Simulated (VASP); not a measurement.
Input of a VASP 6.6.1 run:

Contents of INCAR:

```
SYSTEM = Os
PREC = Accurate
ENCUT = 520
EDIFF = 1E-7
ISMEAR = 0
SIGMA = 0.2
LREAL = .False.
LASPH = .True.
NELM = 60
ALGO = Normal
ISIF = 2
LWAVE = .False.
LCHARG = .False.
GGA = PE
NBANDS = 15
```

KPOINTS

```
Automatic mesh
0
Gamma
  13 13 7
  0 0 0
```

File POSCAR:

```
Os
1.0
    2.7559294133      0.0000000000      0.0000000000
   -1.3779647066      2.3867048830      0.0000000000
    0.0000000000      0.0000000000      4.3426533301
Os
2
Direct
    0.3333333333      0.6666666667      0.2500000000
    0.6666666667      0.3333333333      0.7500000000
```

Potentials or basis: VASP PAW PBE potentials, release 64 (Os).

Run with:

```console
$ cat potpaw_PBE.64/Os/POTCAR > POTCAR
$ mpirun -np 1 vasp_std > vasp.out
```

(1) Predict the pressure.

(2) Predict the band gap on the k mesh.

Results:

(1) -0.3 GPa.

(2) zero (bands 8 and 9 overlap by 3.69 eV).

Caveat: spin-orbit coupling is left out, which moves the levels of the heavy elements.
